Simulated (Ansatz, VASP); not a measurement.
## Nb3Te8Mo: VASP beside Ansatz

The input INCAR:

```
PREC = Accurate ; ENCUT = 500
EDIFF = 1E-6 ; ISMEAR = 0
SIGMA = 0.2 ; LREAL = F
LASPH = T ; NELM = 120
ALGO = Normal ; ISIF = 2
LWAVE = F ; LCHARG = F
GGA = PE ; NBANDS = 62
GGA_COMPAT = F
```

The input KPOINTS:

```
Automatic mesh
0
Gamma
  6 6 1
```

The input POSCAR:

```
Nb3Te8Mo
1.0
    3.6459725680      0.0000000000      0.0000000000
   -1.8229862840      3.1575048654      0.0000000000
    0.0000000000      0.0000000000     29.9266765689
Nb Te Mo
3 8 1
Direct
    0.0000000000      1.0000000000      0.7480354476
    0.0000000000      0.0000000000      0.2519645524
    0.0000000000      0.0000000000      0.5000000000
    0.6666666667      0.3333333333      0.9400668017
    0.6666666667      0.3333333333      0.1896717680
    0.6666666667      0.3333333333      0.4378690203
    0.6666666667      0.3333333333      0.6860327433
    0.3333333333      0.6666666667      0.8103282320
    0.3333333333      0.6666666667      0.0599331983
    0.3333333333      0.6666666667      0.3139672567
    0.3333333333      0.6666666667      0.5621309797
    0.0000000000      0.0000000000      1.0000000000
```

Input for Ansatz:

```yaml
crystal:
  lattice:
    - [3.645972568, 0.0, 0.0]
    - [-1.822986284, 3.1575048654, 0.0]
    - [0.0, 0.0, 29.9266765689]
  atoms:
    - { symbol: Nb, position: [0.0, 1.0, 0.7480354476] }
    - { symbol: Nb, position: [0.0, 0.0, 0.2519645524] }
    - { symbol: Nb, position: [0.0, 0.0, 0.5] }
    - { symbol: Te, position: [0.6666666667, 0.3333333333, 0.9400668017] }
    - { symbol: Te, position: [0.6666666667, 0.3333333333, 0.189671768] }
    - { symbol: Te, position: [0.6666666667, 0.3333333333, 0.4378690203] }
    - { symbol: Te, position: [0.6666666667, 0.3333333333, 0.6860327433] }
    - { symbol: Te, position: [0.3333333333, 0.6666666667, 0.810328232] }
    - { symbol: Te, position: [0.3333333333, 0.6666666667, 0.0599331983] }
    - { symbol: Te, position: [0.3333333333, 0.6666666667, 0.3139672567] }
    - { symbol: Te, position: [0.3333333333, 0.6666666667, 0.5621309797] }
    - { symbol: Mo, position: [0.0, 0.0, 1.0] }
basis:
  ecutwfc: 420
kpoints:
  mp_grid: { grid: [6, 6, 1] }
hamiltonian:
  xc: pbe
scf:
  occupations: { method: gaussian, width: 0.2 }
  lower_state_search: "off"
output:
  forces: true
  stress: true
  eigenvalues: true
```

Alike in both runs: task single point; functional PBE; k mesh 6 × 6 × 1; occupations gaussian, width 0.2 eV; no spin polarisation.

|  | VASP | Ansatz |
| --- | --- | --- |
| version | VASP 6.6.1 | Ansatz 0.2.0 |
| potentials or method | VASP PAW PBE potentials, release 64 (Nb_sv, Te, Mo_sv), cutoff 500 eV | scalar-relativistic, plane waves, PAW |
| valence electrons in the cell | 101 | 181 |

|  | VASP | Ansatz | Ansatz less VASP |
| --- | --- | --- | --- |
| gap on the k mesh at the Fermi level (eV) | none | none | - |
| pressure (GPa) | -0.1 | 0.0 | +0.03 |
| traceless stress, the component that is largest in VASP (GPa) | 0.28 | 0.23 | -0.051 |
| rms of the force components (eV/Å) | 0.025 | 0.025 | +0.0007 |

Atom by atom the forces differ by 0.004 eV/Å (rms over components). A gap of «none» marks a metal or a gap that the smearing closes. VASP's potentials hold 101 valence electrons a cell and Ansatz's 181, so a difference there can come from the potentials and not from the codes.

Spin-orbit coupling is off throughout.
